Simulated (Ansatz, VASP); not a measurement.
# CdTe in VASP and in Ansatz

Contents of INCAR:

```
PREC = Accurate
ENCUT = 520
EDIFF = 1E-6
ISMEAR = 0
SIGMA = 0.01
LREAL = F
LASPH = T
NELM = 80
ALGO = Normal
ISIF = 2
LWAVE = F
LCHARG = F
GGA = PE
NBANDS = 16
```

Contents of KPOINTS:

```
regular mesh
0
Gamma
  4 4 4
```

The input POSCAR:

```
CdTe
1.0
    0.0000000000      3.2799012430      3.2799012430
    3.2799012430      0.0000000000      3.2799012430
    3.2799012430      3.2799012430      0.0000000000
Cd Te
1 1
Direct
    0.0000000000      0.0000000000      0.0000000000
    0.2500000000      0.2500000000      0.2500000000
```

Input for Ansatz:

```yaml
crystal:
  lattice:
    - [0.0, 3.279901243, 3.279901243]
    - [3.279901243, 0.0, 3.279901243]
    - [3.279901243, 3.279901243, 0.0]
  atoms:
    - { symbol: Cd, position: [0.0, 0.0, 0.0] }
    - { symbol: Te, position: [0.25, 0.25, 0.25] }
kpoints:
  mp_grid: { grid: [4, 4, 4] }
hamiltonian:
  xc: pbe
scf:
  occupations: { method: fixed }
  n_extra_bands: 4
output:
  forces: true
  stress: true
  eigenvalues: true
basis:
  xc_grid: 3
```

Alike in both runs: task single point; functional PBE; k mesh 4 × 4 × 4; no spin polarisation.

```csv
,VASP,Ansatz
version,VASP 6.6.1,Ansatz 0.2.0
potentials or method,"VASP PAW PBE potentials, release 64 (Cd, Te)",plane waves
plane-wave cutoff (eV),520,420
occupations,"gaussian, width 0.01 eV",fixed
valence electrons in the cell,18,36
```

```csv
,VASP,Ansatz,Ansatz less VASP
gap on the k mesh at the Fermi level (eV),0.65,0.65,+0.002
pressure (GPa),1.3,1.2,-0.12
```

VASP's potentials hold 18 valence electrons a cell and Ansatz's 36, so a difference there can come from the potentials and not from the codes.

Neither program's run includes spin-orbit coupling.
